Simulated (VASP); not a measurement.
# Eu (Im-3m) in VASP: single point with PBE

Aim: the single point of Eu with PBE.

Everything below comes from runs of VASP 6.6.1. Logs are shortened: lines on timing, memory, paths and dates and some standing lists are left out, and cuts for length are marked.

## (1) The cell of the first run

The structure is cubic, space group Im-3m (No. 229). The conventional cell has a = 4.382 Å, b = 4.382 Å, c = 4.382 Å, α = 90.00°, β = 90.00°, γ = 90.00°. Within 5.0 Å of Eu (site symmetry m-3m) lie 14 Eu at 3.79 to 4.38 Å.

## (2) Single point, PBE, collinear spin, ferromagnetic start

INCAR reads:

```
  PREC = Accurate
  ENCUT = 520
  EDIFF = 1E-6
  ISMEAR = 0
  SIGMA = 0.05
  LREAL = False
  LASPH = True
  NELM = 150
  ALGO = Fast
  ISIF = 2
  LWAVE = False
  LCHARG = True
  ISPIN = 2
  MAGMOM = 7 7
  LORBIT = 11
  LMAXMIX = 6
  GGA = PE
  LELF = True
  LVHAR = True
  NBANDS = 28
```

KPOINTS reads:

```
regular mesh
0
Gamma
  8 8 8
```

POSCAR reads:

```
Eu
1.0
    4.3820846932      0.0000000000      0.0000000000
    0.0000000000      4.3820846932      0.0000000000
    0.0000000000      0.0000000000      4.3820846932
Eu
2
Direct
    0.0000000000      0.0000000000      0.0000000000
    0.5000000000      0.5000000000      0.5000000000
```

Potentials or basis: VASP PAW PBE potentials, release 64 (Eu).

The run is started by

```
> cat potpaw_PBE.64/Eu/POTCAR > POTCAR
> mpirun -np 1 vasp_std > vasp.out
```

OUTCAR:

```text
PREC = Accurate
   ENCUT = 520
   EDIFF = 1E-6
   ISMEAR = 0
   LREAL = False
   LASPH = True
   NELM = 150
   ISIF = 2
   ISPIN = 2
   LORBIT = 11
   GGA = PE

 ion  position               nearest neighbor table
   1  0.000  0.000  0.000-
   2  0.500  0.500  0.500-

  LATTYP: Found a simple cubic cell.
 ALAT       =     4.3820846932

  Lattice vectors:

 A1 = (   4.3820846932,   0.0000000000,   0.0000000000)
 A2 = (   0.0000000000,   4.3820846932,   0.0000000000)
 A3 = (   0.0000000000,   0.0000000000,   4.3820846932)

Analysis of symmetry for initial positions (statically):
=====================================================================
 Subroutine PRICEL returns following result:

  LATTYP: Found a body centered cubic cell.
 ALAT       =     4.3820846932

  Lattice vectors:

 A1 = (   2.1910423466,   2.1910423466,  -2.1910423466)
 A2 = (  -2.1910423466,   2.1910423466,   2.1910423466)
 A3 = (   2.1910423466,  -2.1910423466,   2.1910423466)

   2 primitive cells build up your supercell.

 Routine SETGRP: Setting up the symmetry group for a
 simple cubic supercell.

 Subroutine GETGRP returns: Found 48 space group operations
 (whereof 48 operations were pure point group operations)
 out of a pool of 48 trial point group operations.

The static configuration has the point symmetry O_h .

Analysis of symmetry for dynamics (positions and initial velocities):
=====================================================================
 Subroutine PRICEL returns following result:

  LATTYP: Found a body centered cubic cell.
 ALAT       =     4.3820846932

  Lattice vectors:

 A1 = (   2.1910423466,   2.1910423466,  -2.1910423466)
 A2 = (  -2.1910423466,   2.1910423466,   2.1910423466)
 A3 = (   2.1910423466,  -2.1910423466,   2.1910423466)

   2 primitive cells build up your supercell.

 Routine SETGRP: Setting up the symmetry group for a
 simple cubic supercell.

 Subroutine GETGRP returns: Found 48 space group operations
 (whereof 48 operations were pure point group operations)
 out of a pool of 48 trial point group operations.

The dynamic configuration has the point symmetry O_h .

Analysis of structural, dynamic, and magnetic symmetry:
=====================================================================
 Subroutine PRICEL returns following result:

  LATTYP: Found a body centered cubic cell.
 ALAT       =     4.3820846932

  Lattice vectors:

 A1 = (   2.1910423466,   2.1910423466,  -2.1910423466)
 A2 = (  -2.1910423466,   2.1910423466,   2.1910423466)
 A3 = (   2.1910423466,  -2.1910423466,   2.1910423466)

   2 primitive cells build up your supercell.

 Routine SETGRP: Setting up the symmetry group for a
 simple cubic supercell.

 Subroutine GETGRP returns: Found 48 space group operations
 (whereof 48 operations were pure point group operations)
 out of a pool of 48 trial point group operations.

The overall configuration has the point symmetry O_h .

 Subroutine INISYM returns: Found 48 space group operations
 (whereof 48 operations are pure point group operations),
 and found     2 'primitive' translations

----------------------------------------------------------------------------------------

                                     Primitive cell

  volume of cell :      42.0739

  direct lattice vectors                    reciprocal lattice vectors
     2.191042347  2.191042347 -2.191042347     0.228201888  0.228201888  0.000000000
    -2.191042347  2.191042347  2.191042347    -0.000000000  0.228201888  0.228201888
     2.191042347 -2.191042347  2.191042347     0.228201888  0.000000000  0.228201888

  length of vectors
     3.794996666  3.794996666  3.794996666     0.322726205  0.322726205  0.322726205

  position of ions in fractional coordinates (direct lattice)
     0.000000000  0.000000000  0.000000000

  ion indices of the primitive-cell ions
   primitive index   ion index
                 1           1

----------------------------------------------------------------------------------------

 KPOINTS: regular mesh

Automatic generation of k-mesh.
 Grid dimensions read from file:
 generate k-points for:    8    8    8

 Generating k-lattice:

  Cartesian coordinates                     Fractional coordinates (reciprocal lattice)
     0.028525236  0.000000000  0.000000000     0.125000000  0.000000000  0.000000000
     0.000000000  0.028525236  0.000000000     0.000000000  0.125000000  0.000000000
     0.000000000  0.000000000  0.028525236     0.000000000  0.000000000  0.125000000

  Length of vectors
     0.028525236  0.028525236  0.028525236

  Shift w.r.t. Gamma in fractional coordinates (k-lattice)
     0.000000000  0.000000000  0.000000000

 Subroutine IBZKPT returns following result:
 ===========================================

 Found     35 irreducible k-points:

 Following reciprocal coordinates:
            Coordinates               Weight
  0.000000  0.000000  0.000000      1.000000
  0.125000  0.000000  0.000000      6.000000
  0.250000  0.000000  0.000000      6.000000
  0.375000  0.000000  0.000000      6.000000
  0.500000  0.000000  0.000000      3.000000
  0.125000  0.125000  0.000000     12.000000
[... 16 lines left out ...]
  0.375000  0.375000  0.125000     24.000000
  0.500000  0.375000  0.125000     24.000000
 [... further k-points ...]
   k-points           NKPTS =     35   k-points in BZ     NKDIM =     35   number of bands    NBANDS=     28
   number of dos      NEDOS =    301   number of ions     NIONS =      2
   total plane-waves  NPLWV =  46656
   dimension x,y,z NGX =    36 NGY =   36 NGZ =   36
   dimension x,y,z NGXF=    72 NGYF=   72 NGZF=   72
   ions per type =               2
   NGX,Y,Z   is equivalent  to a cutoff of  13.66, 13.66, 13.66 a.u.
   NGXF,Y,Z  is equivalent  to a cutoff of  27.32, 27.32, 27.32 a.u.
 SYSTEM =  unknown system
   PREC   = accura    normal or accurate (medium, high low for compatibility)
   ISTART =      0    job   : 0-new  1-cont  2-samecut
   ICHARG =      2    charge: 1-file 2-atom 10-const
   ISPIN  =      2    spin polarized calculation?
   LNONCOLLINEAR =      F non collinear calculations
   LSORBIT =      F    spin-orbit coupling
   LASPH  =      T    aspherical Exc in radial PAW
   ENCUT  =  520.0 eV  38.22 Ry    6.18 a.u.   8.15  8.15  8.15*2*pi/ulx,y,z
   NELM   =    150;   NELMIN=  2; NELMDL= -5     # of ELM steps
   EDIFF  = 0.1E-05   stopping-criterion for ELM
   LREAL  =      F    real-space projection
   EDIFFG = 0.1E-04   stopping-criterion for IOM
   NSW    =      0    number of steps for IOM
   IBRION =     -1    ionic relax: 0-MD 1-quasi-New 2-CG
   NFREE  =      0    steps in history (QN), initial steepest desc. (CG)
   ISIF   =      2    stress and relaxation
   ISYM   =      2    0-nonsym 1-usesym 2-fastsym
   POTIM  = 0.5000    time-step for ionic-motion
   TEBEG  =    0.0;   TEEND  =   0.0 temperature during run
   PSTRESS=    0.0 pullay stress
   NELECT =      34.0000    total number of electrons
   NUPDOWN=      -1.0000    fix difference up-down
   EMIN   =  10.00;   EMAX   =-10.00  energy-range for DOS
   EFERMI =   0.00;   METHOD = LEGACY
   ISMEAR =     0;   SIGMA  =   0.05  broadening in eV -4-tet -1-fermi 0-gaus
   EFERMI_NEDOS =   21; number of points for ismear=-14 and -15
   IALGO  =     68    algorithm
   IMIX   =      4    mixing-type and parameters
     AMIX     =   0.40;   BMIX     =  1.00
     AMIX_MAG =   1.60;   BMIX_MAG =  1.00
  volume/ion in A,a.u.               =      42.07       283.93
  Fermi-wavevector in a.u.,A,eV,Ry     =   1.210283  2.287104 19.929618  1.464786
  Thomas-Fermi vector in A             =   2.345835
   LORBIT       =     11    0 simple, 1 ext, 2 COOP (PROOUT), +10 PAW based schemes
   GGA     = PE    functional components
   LHFCALC =     F    Hartree Fock is set to
   AEXX    =    0.0000 exact exchange contribution
   IVDW    =     0    specifies the selected vdW correction
   LEPSILON=     F    determine dielectric tensor
   LRPA    =     F    only Hartree local field effects (RPA)
 spin polarized calculation
 RMM-DIIS sequential band-by-band and
 Gauss-broadening in eV      SIGMA  =   0.05
  energy-cutoff  :      520.00
  volume of cell :       84.15
 maximum number of plane-waves:      2301
 NGX is ok and might be reduce to    36
   NGX = 17   NGY = 17   NGZ = 17

 number of electron      34.0000012 magnetization      14.4800225

 Free energy of the ion-electron system (eV)
  ---------------------------------------------------
  ext. energy  EPLUGINS =         0.00000000
  ---------------------------------------------------
  free energy    TOTEN  =       -22.88276660 eV

  energy without entropy =      -22.88083087  energy(sigma->0) =      -22.88179874

 E-fermi :   2.1149     XC(G=0):  -8.8290

 val. band max:        2.1007056314   @ k =   0.3750   0.3750   0.3750
 cond. band min:       2.1322426776   @ k =   0.3750   0.3750   0.2500
 fundamental gap:      0.0315370462
 Fermi energy:         2.1149388782

 spin component 1

 k-point     1 :       0.0000    0.0000    0.0000
  band No.  band energies     occupation
      1     -39.5304      1.00000
      2     -39.4690      1.00000
      3     -18.3965      1.00000
      4     -18.3965      1.00000
      5     -18.3965      1.00000
      6     -18.0851      1.00000
[... 20 lines left out ...]
     27       3.9382      0.00000
[... 691 lines left out ...]
      6     -18.2439      1.00000
[... 20 lines left out ...]
     27       2.7367      0.00000
     28       2.7367      0.00000

 [... further k-points ...]

 spin component 2

 k-point     1 :       0.0000    0.0000    0.0000
  band No.  band energies     occupation
      1     -36.4119      1.00000
      2     -36.3323      1.00000
      3     -16.1509      1.00000
      4     -16.1509      1.00000
      5     -16.1509      1.00000
      6     -15.7649      1.00000
[... 20 lines left out ...]
     27       6.6346      0.00000
[... 691 lines left out ...]
      6     -15.9622      1.00000
[... 20 lines left out ...]
     27       6.6354      0.00000
     28       6.6354      0.00000

 [... further k-points ...]
[... 5 lines left out ...]
  --------------------------------------------------------------------------------------
  -------------------------------------------------------------------------------------
  Total       -0.1740259     -0.1740259     -0.1740259      0.0000000     -0.0000000      0.0000000
  in kB       -3.3134632     -3.3134632     -3.3134632      0.0000000     -0.0000000      0.0000000
  external PRESSURE =      -3.3134632 kB  Pullay stress =       0.0000000 kB

 VOLUME and BASIS-vectors are now :
 -----------------------------------------------------------------------------
  energy-cutoff  :      520.00
  volume of cell :       84.15
      direct lattice vectors                 reciprocal lattice vectors
     4.382084693  0.000000000  0.000000000     0.228201888  0.000000000  0.000000000
     0.000000000  4.382084693  0.000000000     0.000000000  0.228201888  0.000000000
     0.000000000  0.000000000  4.382084693     0.000000000  0.000000000  0.228201888

 POSITION                                       TOTAL-FORCE (eV/Angst)
 -----------------------------------------------------------------------------------
      0.00000      0.00000      0.00000         0.000000      0.000000      0.000000
      2.19104      2.19104      2.19104        -0.000000     -0.000000     -0.000000
 -----------------------------------------------------------------------------------
    total drift:                                0.000000      0.000000      0.000000

  FREE ENERGIE OF THE ION-ELECTRON SYSTEM (eV)
  ---------------------------------------------------
  free  energy   TOTEN  =       -22.8827666018 eV

  energy  without entropy=      -22.8808308733  energy(sigma->0) =      -22.88179874

 total charge

# of ion       s       p       d       f       tot
--------------------------------------------------
    1        2.086   5.711   0.291   6.645  14.733
    2        2.086   5.711   0.291   6.645  14.733
--------------------------------------------------
tot          4.171  11.421   0.582  13.291  29.465

 magnetization (x)

# of ion       s       p       d       f       tot
--------------------------------------------------
    1       -0.004  -0.096   0.119   6.643   6.662
    2       -0.004  -0.096   0.119   6.643   6.662
--------------------------------------------------
tot         -0.008  -0.193   0.239  13.286  13.324
```

Run time: 20 min. Hardware: 1 thread of Intel Xeon Platinum 8259CL at 2.50GHz (Skylake/Cascade Lake), shared host; peak memory 0.33 GiB.

Results:

```
Free energy                                           : -22.8828 eV
Pressure                                              : -0.3 GPa
Net moment                                            : 14.48 μB per cell
Site moments                                          : Eu +6.66 μB
Valence electrons inside the program's atomic spheres : Eu 14.73
```

Caveat: spin-orbit coupling is left out, which moves the levels of the heavy elements. The state reached can hang on the start; a lower one may exist.
